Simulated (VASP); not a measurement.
FePb:

```
Fe Pb
1.0
     3.20000    0.00000    0.00000
     0.00000    3.20000    0.00000
     0.00000    0.00000    4.10000
Fe Pb
1 1
Cartesian
  0.0000 0.0000 0.0000
  1.6000 1.6000 2.0500
```

Program: VASP 6.6.1. Alike in all runs: task single point; cell as given; k mesh 8 × 8 × 6; cutoff (eV) 520; smearing fermi-dirac 0.1 eV.

Problem. Order these runs on this cell by their pressure, lowest first.
A. level LDA; potentials or basis VASP PAW LDA potentials, release 64 (Fe, Pb_d); spin off
B. level LDA; potentials or basis VASP PAW LDA potentials, release 64 (Fe, Pb_d); spin collinear, ferromagnetic start
C. level PBE; potentials or basis VASP PAW PBE potentials, release 64 (Fe, Pb_d); spin collinear, ferromagnetic start

Solution. A (-17.2 GPa), B (-10.0 GPa), C (-2.4 GPa).

Caveats: the cell stands under tension (at least some runs).
